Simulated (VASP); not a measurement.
# C (I4_1/amd) in VASP: further runs

The runs below take C through single point, with r2SCAN.

Program: VASP 6.6.1. These are calculated values, not measurements. Logs are shortened: lines on timing, memory, paths and dates and some standing lists are left out, and cuts for length are marked.

### 1 The cell of the first run

It takes space group I4_1/amd (No. 141, tetragonal). Conventional cell: a = 2.623 Å, b = 2.623 Å, c = 3.852 Å, α = 90.00°, β = 90.00°, γ = 90.00°. C (site symmetry -4m2) has 4 C at 1.63 Å within 2.2 Å.

### 2 Single point, r2SCAN (strain +0.040 along x and y, +0.080 along z)

Input file POSCAR:

```
C
1.0
    0.0000000000      1.8547360000      1.9260720000
    1.8547360000      0.0000000000      1.9260720000
    1.8547360000      1.8547360000      0.0000000000
C
2
Direct
    0.5000000000      0.5000000000      0.5000000000
    0.7500000000      0.7500000000      0.7500000000
```

Input file INCAR.step1:

```
PREC = Accurate
ENCUT = 520
ISMEAR = 0
SIGMA = 0.05
LREAL = F
LASPH = T
NELM = 80
NBANDS = 11
GGA = PE
ALGO = Normal
EDIFF = 1E-4
LWAVE = T
LCHARG = F
```

Input file INCAR.step2:

```
PREC = Accurate
ENCUT = 520
EDIFF = 1E-6
ISMEAR = 0
SIGMA = 0.05
LREAL = F
LASPH = T
NELM = 80
ALGO = Normal
ISIF = 2
LWAVE = F
LCHARG = F
METAGGA = R2SCAN
LMIXTAU = T
NBANDS = 11
ISTART = 1
```

Input file KPOINTS:

```
Automatic mesh
0
Gamma
  12 12 12
```

Potentials or basis: VASP PAW PBE potentials, release 64 (C).

The run is started by

```bash
> cat potpaw_PBE.64/C/POTCAR > POTCAR
> cp INCAR.step1 INCAR
> mpirun -np 1 vasp_std > vasp.out
> cp INCAR.step2 INCAR
> mpirun -np 1 vasp_std > vasp.out
```

OUTCAR:

```text
PREC = Accurate
   ENCUT = 520
   EDIFF = 1E-6
   ISMEAR = 0
   LREAL = F
   LASPH = T
   NELM = 80
   ISIF = 2
   METAGGA = R2SCAN
   ISTART = 1

 ion  position               nearest neighbor table
   1  0.500  0.500  0.500-   2 1.63   2 1.63   2 1.63   2 1.63
   2  0.750  0.750  0.750-   1 1.63   1 1.63   1 1.63   1 1.63

  LATTYP: Found a body centered tetragonal cell.
 ALAT       =     2.6229928058
 C/A-ratio  =     1.4686063917

  Lattice vectors:

 A1 = (  -1.8547360000,   0.0000000000,   1.9260720000)
 A2 = (   1.8547360000,   0.0000000000,   1.9260720000)
 A3 = (   0.0000000000,   1.8547360000,  -1.9260720000)

Analysis of symmetry for initial positions (statically):
=====================================================================
 Subroutine PRICEL returns:
 Original cell was already a primitive cell.

 Routine SETGRP: Setting up the symmetry group for a
 body centered tetragonal supercell.

 Subroutine GETGRP returns: Found 16 space group operations
 (whereof  8 operations were pure point group operations)
 out of a pool of 16 trial point group operations.

The static configuration has the point symmetry D_2d.
 The point group associated with its full space group is D_4h.

Analysis of symmetry for dynamics (positions and initial velocities):
=====================================================================
 Subroutine PRICEL returns:
 Original cell was already a primitive cell.

 Routine SETGRP: Setting up the symmetry group for a
 body centered tetragonal supercell.

 Subroutine GETGRP returns: Found 16 space group operations
 (whereof  8 operations were pure point group operations)
 out of a pool of 16 trial point group operations.

The dynamic configuration has the point symmetry D_2d.
 The point group associated with its full space group is D_4h.

 Subroutine INISYM returns: Found 16 space group operations
 (whereof  8 operations are pure point group operations),
 and found     1 'primitive' translations

----------------------------------------------------------------------------------------

                                     Primitive cell

  volume of cell :      13.2516

  direct lattice vectors                    reciprocal lattice vectors
     0.000000000  1.854736000  1.926072000    -0.269580145  0.269580145  0.259595695
     1.854736000  0.000000000  1.926072000     0.269580145 -0.269580145  0.259595695
     1.854736000  1.854736000  0.000000000     0.269580145  0.269580145 -0.259595695
[... 85 lines left out ...]
   LREAL  =      F    real-space projection
   EDIFFG = 0.1E-04   stopping-criterion for IOM
   NSW    =      0    number of steps for IOM
   IBRION =     -1    ionic relax: 0-MD 1-quasi-New 2-CG
   NFREE  =      0    steps in history (QN), initial steepest desc. (CG)
   ISIF   =      2    stress and relaxation
   ISYM   =      2    0-nonsym 1-usesym 2-fastsym
   POTIM  = 0.5000    time-step for ionic-motion
   TEBEG  =    0.0;   TEEND  =   0.0 temperature during run
   PSTRESS=    0.0 pullay stress
   NELECT =       8.0000    total number of electrons
   NUPDOWN=      -1.0000    fix difference up-down
   EMIN   =  10.00;   EMAX   =-10.00  energy-range for DOS
   EFERMI =   0.00;   METHOD = LEGACY
   ISMEAR =     0;   SIGMA  =   0.05  broadening in eV -4-tet -1-fermi 0-gaus
   EFERMI_NEDOS =   21; number of points for ismear=-14 and -15
   IALGO  =     38    algorithm
   IMIX   =      4    mixing-type and parameters
     AMIX     =   0.40;   BMIX     =  1.00
     AMIX_MAG =   1.60;   BMIX_MAG =  1.00
  volume/ion in A,a.u.               =       6.63        44.71
  Fermi-wavevector in a.u.,A,eV,Ry     =   1.383617  2.614657 26.046943  1.914396
  Thomas-Fermi vector in A             =   2.508198
   LORBIT       =      0    0 simple, 1 ext, 2 COOP (PROOUT), +10 PAW based schemes
   METAGGA = R2SCAN    functional components
   LHFCALC =     F    Hartree Fock is set to
   AEXX    =    0.0000 exact exchange contribution
   IVDW    =     0    specifies the selected vdW correction
   LEPSILON=     F    determine dielectric tensor
   LRPA    =     F    only Hartree local field effects (RPA)
 non-spin polarized calculation
 Gauss-broadening in eV      SIGMA  =   0.05
  energy-cutoff  :      520.00
  volume of cell :       13.25
 maximum number of plane-waves:       370
   NGX =  9   NGY =  9   NGZ =  9

 number of electron       7.9999999 magnetization

 Free energy of the ion-electron system (eV)
  ---------------------------------------------------
  ext. energy  EPLUGINS =         0.00000000
  ---------------------------------------------------
  free energy    TOTEN  =       -19.26294358 eV

  energy without entropy =      -19.26294358  energy(sigma->0) =      -19.26294358

 E-fermi :   8.0209     XC(G=0): -13.4241

 val. band max:        7.7683552674   @ k =   0.0000   0.0000   0.0000
 cond. band min:      11.3050963742   @ k =   0.3333   0.0000   0.3333
 fundamental gap:      3.5367411068
 Fermi energy:         8.0209421515

 k-point     1 :       0.0000    0.0000    0.0000
  band No.  band energies     occupation
      1     -13.0747      2.00000
      2       7.2137      2.00000
      3       7.7684      2.00000
      4       7.7684      2.00000
      5      12.8479      0.00000
      6      12.8479      0.00000
      7      13.3174      0.00000
      8      17.8410      0.00000
      9      25.9768      0.00000
     10      32.2612      0.00000
     11      33.4817      0.00000
[... 309 lines left out ...]
 k-point    24 :      -0.4167    0.1667    0.0000
  band No.  band energies     occupation
      1      -7.5010      2.00000
      2      -4.2129      2.00000
      3       2.0735      2.00000
      4       4.6425      2.00000
      5      15.2266      0.00000
      6      16.9904      0.00000
      7      17.3612      0.00000
      8      22.1143      0.00000
      9      26.6234      0.00000
     10      30.6255      0.00000
     11      31.2171      0.00000

 [... further k-points ...]
[... 5 lines left out ...]
  --------------------------------------------------------------------------------------
  -------------------------------------------------------------------------------------
  Total       -3.4961218     -3.4961218     -6.1484255      0.0000000      0.0000000      0.0000000
  in kB     -422.6982243   -422.6982243   -743.3747049      0.0000000      0.0000000      0.0000000
  external PRESSURE =    -529.5903845 kB  Pullay stress =       0.0000000 kB

 VOLUME and BASIS-vectors are now :
 -----------------------------------------------------------------------------
  energy-cutoff  :      520.00
  volume of cell :       13.25
      direct lattice vectors                 reciprocal lattice vectors
     0.000000000  1.854736000  1.926072000    -0.269580145  0.269580145  0.259595695
     1.854736000  0.000000000  1.926072000     0.269580145 -0.269580145  0.259595695
     1.854736000  1.854736000  0.000000000     0.269580145  0.269580145 -0.259595695

 POSITION                                       TOTAL-FORCE (eV/Angst)
 -----------------------------------------------------------------------------------
      1.85474      1.85474      1.92607        -0.000000     -0.000000      0.000000
      2.78210      2.78210      2.88911         0.000000      0.000000      0.000000
 -----------------------------------------------------------------------------------
    total drift:                                0.000000     -0.000000      0.000000

  FREE ENERGIE OF THE ION-ELECTRON SYSTEM (eV)
  ---------------------------------------------------
  free  energy   TOTEN  =       -19.2629435812 eV

  energy  without entropy=      -19.2629435812  energy(sigma->0) =      -19.26294358
```

OUTCAR.step1:

```text
PREC = Accurate
   ENCUT = 520
   ISMEAR = 0
   LREAL = F
   LASPH = T
[... 559 lines left out ...]
 -----------------------------------------------------------------------------------
      1.85474      1.85474      1.92607        -0.000000     -0.000000      0.000000
      2.78210      2.78210      2.88911         0.000000      0.000000     -0.000000
 -----------------------------------------------------------------------------------
    total drift:                                0.000000     -0.000000      0.000000

  FREE ENERGIE OF THE ION-ELECTRON SYSTEM (eV)
  ---------------------------------------------------
  free  energy   TOTEN  =       -17.8383798744 eV

  energy  without entropy=      -17.8383798744  energy(sigma->0) =      -17.83837987
```

Wall time 2.1 min (1 thread of AMD EPYC 9R45, shared host); peak memory 0.1 GiB.

What came out:

- Free energy: -19.2629 eV
- Pressure: -53.0 GPa
- Band gap on the k mesh: 3.54 eV, indirect (least direct gap 5.08 eV)

Stress tensor (GPa, compression positive):
```
-42.27   0.00   0.00
  0.00 -42.27   0.00
  0.00   0.00 -74.34
```

Caveat: the cell differs from its parent crystal (strain +0.040 along x and y, +0.080 along z); the PAW data sets were made with another functional, which shifts forces and pressure a little. A k mesh can miss the band edges.

### 3 Single point, r2SCAN (strain +0.080 along x and y, +0.040 along z)

Input file POSCAR:

```
C
1.0
    0.0000000000      1.9260720000      1.8547360000
    1.9260720000      0.0000000000      1.8547360000
    1.9260720000      1.9260720000      0.0000000000
C
2
Direct
    0.5000000000      0.5000000000      0.5000000000
    0.7500000000      0.7500000000      0.7500000000
```

Input file INCAR.step1:

```
SYSTEM = C
  ALGO = Normal
  EDIFF = 1E-4
  ENCUT = 520
  GGA = PE
  ISMEAR = 0
  LASPH = .True.
  LCHARG = .False.
  LREAL = .False.
  LWAVE = .True.
  NBANDS = 11
  NELM = 60
  PREC = Accurate
  SIGMA = 0.05
```

Input file INCAR.step2:

```
SYSTEM = C
  ALGO = Normal
  EDIFF = 1E-6
  ENCUT = 520
  ISIF = 2
  ISMEAR = 0
  ISTART = 1
  LASPH = .True.
  LCHARG = .False.
  LMIXTAU = .True.
  LREAL = .False.
  LWAVE = .False.
  METAGGA = R2SCAN
  NBANDS = 11
  NELM = 60
  PREC = Accurate
  SIGMA = 0.05
```

Input file KPOINTS:

```
k-points
0
Gamma
  12 12 12
  0 0 0
```

Potentials or basis: VASP PAW PBE potentials, release 64 (C).

The run is started by

```bash
> cat potpaw_PBE.64/C/POTCAR > POTCAR
> cp INCAR.step1 INCAR
> mpirun -np 1 vasp_std > vasp.out
> cp INCAR.step2 INCAR
> mpirun -np 1 vasp_std > vasp.out
```

OUTCAR:

```text
SYSTEM = C
   EDIFF = 1E-6
   ENCUT = 520
   ISIF = 2
   ISMEAR = 0
   ISTART = 1
   LASPH = .True.
   LREAL = .False.
   METAGGA = R2SCAN
   NELM = 60
   PREC = Accurate

 ion  position               nearest neighbor table
   1  0.500  0.500  0.500-   2 1.65   2 1.65   2 1.65   2 1.65
   2  0.750  0.750  0.750-   1 1.65   1 1.65   1 1.65   1 1.65

  LATTYP: Found a body centered tetragonal cell.
 ALAT       =     2.7238771445
 C/A-ratio  =     1.3618352823

  Lattice vectors:

 A1 = (   0.0000000000,  -1.9260720000,  -1.8547360000)
 A2 = (   0.0000000000,   1.9260720000,  -1.8547360000)
 A3 = (   1.9260720000,   0.0000000000,   1.8547360000)

Analysis of symmetry for initial positions (statically):
=====================================================================
 Subroutine PRICEL returns:
 Original cell was already a primitive cell.

 Routine SETGRP: Setting up the symmetry group for a
 body centered tetragonal supercell.

 Subroutine GETGRP returns: Found 16 space group operations
 (whereof  8 operations were pure point group operations)
 out of a pool of 16 trial point group operations.

The static configuration has the point symmetry D_2d.
 The point group associated with its full space group is D_4h.

Analysis of symmetry for dynamics (positions and initial velocities):
=====================================================================
 Subroutine PRICEL returns:
 Original cell was already a primitive cell.

 Routine SETGRP: Setting up the symmetry group for a
 body centered tetragonal supercell.

 Subroutine GETGRP returns: Found 16 space group operations
 (whereof  8 operations were pure point group operations)
 out of a pool of 16 trial point group operations.

The dynamic configuration has the point symmetry D_2d.
 The point group associated with its full space group is D_4h.

 Subroutine INISYM returns: Found 16 space group operations
 (whereof  8 operations are pure point group operations),
 and found     1 'primitive' translations

[... 115 lines left out ...]
  volume/ion in A,a.u.               =       6.88        46.43
  Fermi-wavevector in a.u.,A,eV,Ry     =   1.366320  2.581971 25.399772  1.866831
  Thomas-Fermi vector in A             =   2.492471
   LORBIT       =      0    0 simple, 1 ext, 2 COOP (PROOUT), +10 PAW based schemes
   METAGGA = R2SCAN    functional components
   LHFCALC =     F    Hartree Fock is set to
   AEXX    =    0.0000 exact exchange contribution
   IVDW    =     0    specifies the selected vdW correction
   LEPSILON=     F    determine dielectric tensor
   LRPA    =     F    only Hartree local field effects (RPA)
 non-spin polarized calculation
 Gauss-broadening in eV      SIGMA  =   0.05
  energy-cutoff  :      520.00
  volume of cell :       13.76
 maximum number of plane-waves:       386
   NGX =  9   NGY =  9   NGZ = 11

 number of electron       7.9999999 magnetization

 Free energy of the ion-electron system (eV)
  ---------------------------------------------------
  ext. energy  EPLUGINS =         0.00000000
  ---------------------------------------------------
  free energy    TOTEN  =       -19.08341885 eV

  energy without entropy =      -19.08341885  energy(sigma->0) =      -19.08341885

 E-fermi :   7.7598     XC(G=0): -13.2267

 val. band max:        7.4350755940   @ k =   0.0000   0.0000   0.0000
 cond. band min:      10.4735047460   @ k =   0.3333   0.3333   0.0000
 fundamental gap:      3.0384291520
 Fermi energy:         7.7598039552

 k-point     1 :       0.0000    0.0000    0.0000
  band No.  band energies     occupation
      1     -13.0947      2.00000
      2       6.9369      2.00000
      3       6.9369      2.00000
      4       7.4351      2.00000
      5      12.1145      0.00000
      6      12.5736      0.00000
      7      12.5736      0.00000
      8      16.5692      0.00000
      9      25.0429      0.00000
     10      31.5938      0.00000
     11      33.1269      0.00000
[... 309 lines left out ...]
 k-point    24 :      -0.4167    0.1667    0.0000
  band No.  band energies     occupation
      1      -7.7699      2.00000
      2      -4.2293      2.00000
      3       2.4081      2.00000
      4       3.6335      2.00000
      5      13.4332      0.00000
      6      16.6026      0.00000
      7      16.8940      0.00000
      8      20.9872      0.00000
      9      25.3904      0.00000
     10      29.6361      0.00000
     11      30.2267      0.00000

 [... further k-points ...]
[... 5 lines left out ...]
  --------------------------------------------------------------------------------------
  -------------------------------------------------------------------------------------
  Total       -6.0497081     -6.0497081     -3.6150881      0.0000000      0.0000000      0.0000000
  in kB     -704.3489497   -704.3489497   -420.8936086      0.0000000      0.0000000      0.0000000
  external PRESSURE =    -609.8638360 kB  Pullay stress =       0.0000000 kB

 VOLUME and BASIS-vectors are now :
 -----------------------------------------------------------------------------
  energy-cutoff  :      520.00
  volume of cell :       13.76
      direct lattice vectors                 reciprocal lattice vectors
     0.000000000  1.926072000  1.854736000    -0.259595695  0.259595695  0.269580145
     1.926072000  0.000000000  1.854736000     0.259595695 -0.259595695  0.269580145
     1.926072000  1.926072000  0.000000000     0.259595695  0.259595695 -0.269580145

 POSITION                                       TOTAL-FORCE (eV/Angst)
 -----------------------------------------------------------------------------------
      1.92607      1.92607      1.85474         0.000000      0.000000      0.000000
      2.88911      2.88911      2.78210        -0.000000     -0.000000     -0.000000
 -----------------------------------------------------------------------------------
    total drift:                                0.000000     -0.000000      0.000000

  FREE ENERGIE OF THE ION-ELECTRON SYSTEM (eV)
  ---------------------------------------------------
  free  energy   TOTEN  =       -19.0834188532 eV

  energy  without entropy=      -19.0834188532  energy(sigma->0) =      -19.08341885
```

OUTCAR.step1:

```text
SYSTEM = C
   EDIFF = 1E-4
   ENCUT = 520
   GGA = PE
   ISMEAR = 0
   LASPH = .True.
[... 559 lines left out ...]
 -----------------------------------------------------------------------------------
      1.92607      1.92607      1.85474         0.000000      0.000000      0.000000
      2.88911      2.88911      2.78210        -0.000000     -0.000000      0.000000
 -----------------------------------------------------------------------------------
    total drift:                                0.000000     -0.000000      0.000000

  FREE ENERGIE OF THE ION-ELECTRON SYSTEM (eV)
  ---------------------------------------------------
  free  energy   TOTEN  =       -17.6712820685 eV

  energy  without entropy=      -17.6712820685  energy(sigma->0) =      -17.67128207
```

OSZICAR.step1:

```text
N       E                     dE             d eps       ncg     rms          rms(c)
DAV:   1     0.232893488195E+01    0.23289E+01   -0.46299E+03  3701   0.684E+02
DAV:   2    -0.175385544140E+02   -0.19867E+02   -0.19149E+02  4901   0.121E+02
DAV:   3    -0.179940702504E+02   -0.45552E+00   -0.45384E+00  4135   0.143E+01
DAV:   4    -0.179951302577E+02   -0.10600E-02   -0.10600E-02  3865   0.863E-01
DAV:   5    -0.179951319382E+02   -0.16805E-05   -0.16805E-05  4038   0.331E-02    0.430E+00
DAV:   6    -0.177518283534E+02    0.24330E+00   -0.12900E-01  3685   0.242E+00    0.257E+00
DAV:   7    -0.176698950209E+02    0.81933E-01   -0.17102E-01  3814   0.282E+00    0.484E-01
DAV:   8    -0.176712240922E+02   -0.13291E-02   -0.52355E-03  3718   0.515E-01    0.383E-02
DAV:   9    -0.176712820685E+02   -0.57976E-04   -0.67492E-05  4051   0.656E-02
   1 F= -.17671282E+02 E0= -.17671282E+02  d E =-.497220E-19
```

Run time: 2.1 min. Hardware: 1 thread of AMD EPYC 9R45, shared host; peak memory 0.1 GiB.

Results:

| Property | Result |
| --- | --- |
| Free energy | -19.0834 eV |
| Pressure | -61.0 GPa |
| Band gap on the k mesh | 3.04 eV, indirect (least direct gap 4.68 eV) |

Stress tensor (GPa, compression positive):
```
-70.43   0.00   0.00
  0.00 -70.43   0.00
  0.00   0.00 -42.09
```

Caveat: the cell differs from its parent crystal (strain +0.080 along x and y, +0.040 along z); the PAW data sets were made with another functional, which shifts forces and pressure a little. A k mesh can miss the band edges.
